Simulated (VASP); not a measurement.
Write the native input for VASP 6.6.1 that does the following.

```yaml
Task: single point
Functional: revPBE
Potentials_or_basis: VASP PAW PBE potentials, release 64 (Pb_d, I)
Cutoff: 500 eV
k_mesh: 6 × 6 × 2
Occupations: fermi-dirac, width 0.017 eV
Spin: no spin polarisation
Dipole_correction: no
Further_INCAR_settings: ALGO = Normal; EDIFF = 1e-06; NBANDS = 21
```

The structure of PbI2 lies in POSCAR:

```
PbI2
1.0
    4.5550018558      0.0000000000      0.0000000000
   -2.2775009279      3.9447473214      0.0000000000
    0.0000000000      0.0000000000      6.9770000000
Pb I
1 2
Direct
    0.0000000000      0.0000000000      0.0000000000
    0.3333333333      0.6666666667      0.2650000000
    0.6666666667      0.3333333333      0.7350000000
```

One way to write it, as run:

INCAR

```
PREC = Accurate
ENCUT = 500
EDIFF = 1E-6
ISMEAR = -1
SIGMA = 0.017
LREAL = False
LASPH = True
NELM = 120
ALGO = Normal
ISIF = 2
LWAVE = False
LCHARG = True
GGA = RE
LELF = True
LVHAR = True
NBANDS = 21
GGA_COMPAT = False
```

KPOINTS

```
Automatic mesh
0
Gamma
  6 6 2
```

Potentials or basis: VASP PAW PBE potentials, release 64 (Pb_d, I).

Run with:

```console
$ cat potpaw_PBE.64/Pb_d/POTCAR potpaw_PBE.64/I/POTCAR > POTCAR
$ mpirun -np 1 vasp_std > vasp.out
```

It gave:

| Quantity | Value |
| --- | --- |
| Pressure | 2.9 GPa |
| Largest force | 0.204 eV/Å |
| Band gap on the k mesh | 2.32 eV, direct |

Caveat: the k points lie up to 0.45 Å⁻¹ apart; the PAW data sets were made with another functional, which shifts forces and pressure a little; spin-orbit coupling is left out, which moves the levels of the heavy elements; this functional lacks dispersion, which binds the layers, so the pressure and a relaxed spacing across them are unreliable.

Wall time 55 s on 1 thread of Intel(R) Xeon(R) Platinum 8259CL CPU @ 2.50GHz (Skylake/Cascade Lake) (shared host), peak memory 0.24 GiB.
